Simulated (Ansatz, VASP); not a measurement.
**One calculation of Mg, two programs**

Contents of INCAR:

```
SYSTEM = Mg
PREC = Accurate ; ENCUT = 520
EDIFF = 1E-6 ; ISMEAR = -1
SIGMA = 0.05 ; LREAL = .FALSE.
LASPH = .TRUE. ; NELM = 100
ALGO = Normal ; ISIF = 2
LWAVE = .FALSE. ; LCHARG = .TRUE.
GGA = PS ; LELF = .TRUE.
LVHAR = .TRUE. ; NBANDS = 9
```

Contents of KPOINTS:

```
regular mesh
0
G
  9 9 9
  0 0 0
```

POSCAR

```
Mg
1.0
    0.0000000000      3.0606187252      3.0606187252
    3.0606187252      0.0000000000      3.0606187252
    3.0606187252      3.0606187252      0.0000000000
Mg
2
Direct
   -0.1925000000     -0.1025000000     -0.1025000000
    0.1925000000      0.1025000000      0.1025000000
```

Input for Ansatz:

```yaml
crystal:
  lattice:
    - [0.0, 3.0606187252, 3.0606187252]
    - [3.0606187252, 0.0, 3.0606187252]
    - [3.0606187252, 3.0606187252, 0.0]
  atoms:
    - { symbol: Mg, position: [-0.1925, -0.1025, -0.1025] }
    - { symbol: Mg, position: [0.1925, 0.1025, 0.1025] }
kpoints:
  mp_grid: { grid: [9, 9, 9] }
scf:
  occupations: { method: fermi_dirac, width: 0.05 }
hamiltonian:
  xc: pbesol
  pseudopotentials: { kind: paw }
output:
  forces: true
  stress: true
  eigenvalues: true
  populations: true
```

Change from the starting cell: shortest bond scaled by 0.82, PAW files.

Alike in both runs: task single point; functional PBEsol; k mesh 9 × 9 × 9; occupations fermi-dirac, width 0.05 eV; no spin polarisation.

|  | VASP | Ansatz |
| --- | --- | --- |
| version | VASP 6.6.1 | Ansatz 0.2.0 |
| potentials or method | VASP PAW PBE potentials, release 64 (Mg) | PAW with Ansatz's default frozen-core files, scalar-relativistic |
| plane-wave cutoff (eV) | 520 | 420 |
| valence electrons in the cell | 4 | 20 |

|  | VASP | Ansatz | Ansatz less VASP |
| --- | --- | --- | --- |
| pressure (GPa) | 9.1 | 9.0 | -0.14 |
| traceless stress, the component that is largest in VASP (GPa) | -8.99 | -8.87 | +0.117 |
| rms of the force components (eV/Å) | 2.195 | 2.163 | -0.0320 |

VASP's potentials were made for PBE, not for PBEsol. Atom by atom the forces differ by 0.032 eV/Å (rms over components). With one functional, cell and mesh, what is left measures potentials, basis and numerics. VASP's potentials hold 4 valence electrons a cell and Ansatz's 20, so a difference there can come from the potentials and not from the codes.
